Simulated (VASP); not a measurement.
# C10O in VASP: a series of runs

Runs on C10O. Level: PBE. Tasks: single point.

Everything below comes from runs of VASP 6.6.1. Logs are shortened: lines on timing, memory, paths and dates and some standing lists are left out, and cuts for length are marked.

## 1. The cell of the first run

The cell holds a wire or tube with vacuum around it, 11 atoms: a = 4.272 Å, b = 8.872 Å, c = 20.279 Å, α = 90.00°, β = 90.00°, γ = 103.93°.

## 2. Single point, PBE

File INCAR:

```
ALGO     = Normal         # electronic algorithm
DIPOL    = 0.5 0.5 0.332
EDIFF    = 1E-6           # SCF threshold, eV
ENCUT    = 520            # plane-wave cutoff, eV
GGA      = PE             # functional
IDIPOL   = 3            
ISIF     = 2              # what is computed and relaxed
ISMEAR   = 0              # smearing method
LASPH    = T              # aspherical terms in the spheres
LCHARG   = T              # write CHGCAR
LDIPOL   = T            
LELF     = T              # ELF
LREAL    = F              # projectors in reciprocal space
LVACPOTAV= T            
LVHAR    = T            
LWAVE    = F              # write WAVECAR
NBANDS   = 34             # bands
NELM     = 60             # most SCF steps
PREC     = Accurate       # precision mode
SIGMA    = 0.1            # smearing width, eV
```

File KPOINTS:

```
k-points
0
Gamma
  7 3 1
```

File POSCAR:

```
C10O
1.0
    4.2718357708      0.0000000000      0.0000000000
   -2.1359178854      8.6110540238      0.0000000000
    0.0000000000      0.0000000000     20.2788010491
C O
10 1
Direct
    0.1564123854      0.9794914374      0.1972503202
    0.8230790520      0.9794914374      0.1972503202
    0.6461581040      0.9589828748      0.2574344482
    0.3128247708      0.9589828748      0.2574344482
    0.1338042908      0.9383829247      0.3175270418
    0.8045779619      0.9383827251      0.3175270445
    0.6222261577      0.9176688648      0.3778998052
    0.2954420376      0.9176688691      0.3778997289
    0.0947395260      0.8987957680      0.4329048751
    0.8040524743      0.8987950712      0.4329053295
    0.3447395260      0.8987957680      0.4842538125
```

Potentials or basis: VASP PAW PBE potentials, release 64 (C, O).

The run is started by

```console
$ cat potpaw_PBE.64/C/POTCAR potpaw_PBE.64/O/POTCAR > POTCAR
$ mpirun -np 1 vasp_std > vasp.out
```

OUTCAR:

```text
EDIFF = 1E-6
   ENCUT = 520
   GGA = PE
   ISIF = 2
   ISMEAR = 0
   LASPH = T
   LREAL = F
   NELM = 60
   PREC = Accurate

 ion  position               nearest neighbor table
   1  0.156  0.979  0.197-   4 1.42   2 1.42
   2  0.823  0.979  0.197-   3 1.42   1 1.42
   3  0.646  0.959  0.257-   4 1.42   2 1.42   6 1.43
   4  0.313  0.959  0.257-   3 1.42   1 1.42   5 1.43
   5  0.134  0.938  0.318-   6 1.41   4 1.43   8 1.44
   6  0.805  0.938  0.318-   5 1.41   3 1.43   7 1.44
   7  0.622  0.918  0.378-  10 1.39   8 1.40   6 1.44
   8  0.295  0.918  0.378-   9 1.39   7 1.40   5 1.44
   9  0.095  0.899  0.433-  10 1.24   8 1.39  11 1.49
  10  0.804  0.899  0.433-   9 1.24   7 1.39
  11  0.345  0.899  0.484-   9 1.49

  LATTYP: Found a base centered orthorhombic cell.
 ALAT       =     4.2718357708
 B/A-ratio  =     4.0315473187
 C/A-ratio  =     4.7470928512

  Lattice vectors:

 A1 = (   2.1359178854,  -8.6110540238,   0.0000000000)
 A2 = (   2.1359178854,   8.6110540238,   0.0000000000)
 A3 = (   0.0000000000,   0.0000000000,  20.2788010491)

Analysis of symmetry for initial positions (statically):
=====================================================================
 Subroutine PRICEL returns:
 Original cell was already a primitive cell.

 Routine SETGRP: Setting up the symmetry group for a
 base centered orthorhombic supercell.

 Subroutine GETGRP returns: Found  1 space group operations
 (whereof  1 operations were pure point group operations)
 out of a pool of  8 trial point group operations.

The static configuration has the point symmetry C_1 .

Analysis of symmetry for dynamics (positions and initial velocities):
=====================================================================
 Subroutine PRICEL returns:
 Original cell was already a primitive cell.

 Routine SETGRP: Setting up the symmetry group for a
 base centered orthorhombic supercell.

 Subroutine GETGRP returns: Found  1 space group operations
 (whereof  1 operations were pure point group operations)
 out of a pool of  8 trial point group operations.

The dynamic configuration has the point symmetry C_1 .

 Subroutine INISYM returns: Found  1 space group operations
 (whereof  1 operations are pure point group operations),
 and found     1 'primitive' translations

[... 134 lines left out ...]
   EFERMI =   0.00;   METHOD = LEGACY
   ISMEAR =     0;   SIGMA  =   0.10  broadening in eV -4-tet -1-fermi 0-gaus
   EFERMI_NEDOS =   21; number of points for ismear=-14 and -15
   IALGO  =     38    algorithm
   IMIX   =      4    mixing-type and parameters
     AMIX     =   0.40;   BMIX     =  1.00
     AMIX_MAG =   1.60;   BMIX_MAG =  1.00
  volume/ion in A,a.u.               =      67.81       457.63
  Fermi-wavevector in a.u.,A,eV,Ry     =   0.646780  1.222236  5.691644  0.418324
  Thomas-Fermi vector in A             =   1.714874
   LORBIT       =      0    0 simple, 1 ext, 2 COOP (PROOUT), +10 PAW based schemes
   GGA     = PE    functional components
   LHFCALC =     F    Hartree Fock is set to
   AEXX    =    0.0000 exact exchange contribution
   IVDW    =     0    specifies the selected vdW correction
   LEPSILON=     F    determine dielectric tensor
   LRPA    =     F    only Hartree local field effects (RPA)
 non-spin polarized calculation
 Gauss-broadening in eV      SIGMA  =   0.10
  energy-cutoff  :      520.00
  volume of cell :      745.96
 maximum number of plane-waves:     20148
   NGX = 15   NGY = 33   NGZ = 75

 dipolmoment           0.000000      0.000000     -0.201297 electrons x Angstroem

 number of electron      46.0000001 magnetization

 dipolmoment           0.000000      0.000000      0.064713 electrons x Angstroem

 Free energy of the ion-electron system (eV)
  ---------------------------------------------------
  ext. energy  EPLUGINS =         0.00000000
  ---------------------------------------------------
  free energy    TOTEN  =       -88.05645013 eV

  energy without entropy =      -88.03697090  energy(sigma->0) =      -88.04671052

 E-fermi :  -4.8128     XC(G=0):  -2.0952

 val. band max:       -5.1474518405   @ k =   0.1429   0.0000   0.0000
 cond. band min:      -4.8068323986   @ k =  -0.4286   0.3333   0.0000
 fundamental gap:      0.3406194418
 Fermi energy:        -4.8128281297

 k-point     1 :       0.0000    0.0000    0.0000
  band No.  band energies     occupation
      1     -24.5380      2.00000
      2     -22.8893      2.00000
      3     -21.2437      2.00000
      4     -19.0953      2.00000
      5     -18.1325      2.00000
      6     -17.6129      2.00000
[... 396 lines left out ...]
     33       1.9808      0.00000
     34       2.3251      0.00000

------------------------ aborting loop because EDIFF is reached ----------------------------------------

  FORCE on cell =-STRESS in cart. coord.  units (eV):
  Direction    XX          YY          ZZ          XY          YZ          ZX
  --------------------------------------------------------------------------------------
  -------------------------------------------------------------------------------------
  Total       -7.6004341     -0.0542315      3.5060223     -0.0008735     -0.5178232     -1.9926709
  in kB      -16.3243481     -0.1164793      7.5302974     -0.0018762     -1.1121899     -4.2798941
  external PRESSURE =      -2.9701767 kB  Pullay stress =       0.0000000 kB

 VOLUME and BASIS-vectors are now :
 -----------------------------------------------------------------------------
  energy-cutoff  :      520.00
  volume of cell :      745.96
      direct lattice vectors                 reciprocal lattice vectors
     4.271835771  0.000000000  0.000000000     0.234091396  0.058064901  0.000000000
    -2.135917885  8.611054024  0.000000000     0.000000000  0.116129802  0.000000000
     0.000000000  0.000000000 20.278801049     0.000000000  0.000000000  0.049312580

 POSITION                                       TOTAL-FORCE (eV/Angst)
 -----------------------------------------------------------------------------------
     -1.42395      8.43445      4.00000        -7.042545     -0.172450      1.180434
      1.42395      8.43445      4.00000         7.078679     -0.142240      1.175011
      0.71197      8.25785      5.22046        -0.464019      0.136148     -1.137557
     -0.71197      8.25785      5.22046         0.361071      0.186425     -1.326048
     -1.43272      8.08047      6.43907         0.642270     -0.057510      0.010923
      1.43272      8.08046      6.43907        -0.310981      0.039735     -0.366611
      0.69798      7.90210      7.66335         0.800705      0.026343     -0.465028
     -0.69799      7.90210      7.66335        -1.326409      0.354664     -4.164070
     -1.51504      7.73958      8.77879        11.509746      0.037392      5.576496
      1.51503      7.73957      8.77880        -9.332668      0.064437     -0.572998
     -0.44708      7.73958      9.82009        -1.915849     -0.472944      0.089448
 -----------------------------------------------------------------------------------
    total drift:                               -0.000294     -0.000383      0.000092

  FREE ENERGIE OF THE ION-ELECTRON SYSTEM (eV)
  ---------------------------------------------------
  free  energy   TOTEN  =       -88.0564501277 eV

  energy  without entropy=      -88.0369709043  energy(sigma->0) =      -88.04671052

 vacuum level on the upper side and lower side of the slab         1.610         1.292
```

Run time: 15 min. Hardware: 1 thread of AMD EPYC 7R43 (Zen 3), shared host; peak memory 0.74 GiB.

What came out:

```
Free energy            : -88.0565 eV
Largest force          : 12.790 eV/Å
Band gap on the k mesh : zero (bands 23 and 24 overlap by 0.17 eV)
```

Forces in eV/Å, atoms in the order of the input:
```
C   -7.043 -0.172  1.180
C    7.079 -0.142  1.175
C   -0.464  0.136 -1.138
C    0.361  0.186 -1.326
C    0.642 -0.058  0.011
C   -0.311  0.040 -0.367
C    0.801  0.026 -0.465
C   -1.326  0.355 -4.164
C   11.510  0.037  5.576
C   -9.333  0.064 -0.573
O   -1.916 -0.473  0.089
```

Levels at points of the mesh, in eV from the Fermi level:
```
           k point  band 20  band 21  band 22  band 23  band 24  band 25  band 26  band 27
(0.00, 0.00, 0.00)    -1.28    -1.25    -0.74     0.18     0.44     1.08     1.40     1.92
```

## 3. Single point, PBE

File INCAR:

```
SYSTEM = C10O
ALGO     = Normal         ! electronic algorithm
DIPOL    = 0.5 0.5 0.328
EDIFF    = 1E-6           ! SCF threshold, eV
ENCUT    = 520            ! plane-wave cutoff, eV
GGA      = PE             ! functional
IDIPOL   = 3            
ISIF     = 2              ! what is computed and relaxed
ISMEAR   = 0              ! smearing method
LASPH    = .True.         ! aspherical terms in the spheres
LCHARG   = .False.        ! write CHGCAR
LDIPOL   = .True.       
LREAL    = .False.        ! projectors in reciprocal space
LWAVE    = .False.        ! write WAVECAR
NBANDS   = 34             ! bands
NELM     = 80             ! most SCF steps
PREC     = Accurate       ! precision mode
SIGMA    = 0.1            ! smearing width, eV
```

File KPOINTS:

```
k-points
0
Gamma
  7 3 1
  0 0 0
```

POSCAR: that of step 2 with these lines changed.

```diff
@@ -18,2 +18,2 @@
     0.8040524743      0.8987950712      0.4329053295
-    0.3447395260      0.8987957680      0.4842538125
+    0.0947395260      1.6487957680      0.4376241820
```

Potentials or basis: VASP PAW PBE potentials, release 64 (C, O).

The run is started by

```console
$ cat potpaw_PBE.64/C/POTCAR potpaw_PBE.64/O/POTCAR > POTCAR
$ mpirun -np 1 vasp_std > vasp.out
```

Wall time 18 min (1 thread of AMD EPYC 7R43 (Zen 3), shared host); peak memory 0.76 GiB.

It converged, with:

- Free energy: -84.1283 eV
- Largest force: 7.153 eV/Å
- Band gap on the k mesh: zero (bands 23 and 24 overlap by 0.01 eV)

Forces in eV/Å, atoms in the order of the input:
```
C   -6.949 -0.086  1.197
C    7.059 -0.280  1.120
C   -0.228  0.216 -0.887
C    0.257  0.143 -1.170
C    0.105  0.104 -0.057
C    0.021 -0.094 -0.422
C    0.228  0.051  0.535
C    0.145  0.286 -0.670
C    1.836 -2.312  0.556
C   -2.135 -0.043 -0.202
O   -0.340  2.014  0.001
```

Levels at points of the mesh, in eV from the Fermi level:
| k point | band 21 | band 22 | band 23 | band 24 | band 25 | band 26 |
| --- | --- | --- | --- | --- | --- | --- |
| (0.00, 0.00, 0.00) | -0.33 | -0.13 | -0.01 | 0.90 | 1.23 | 1.44 |
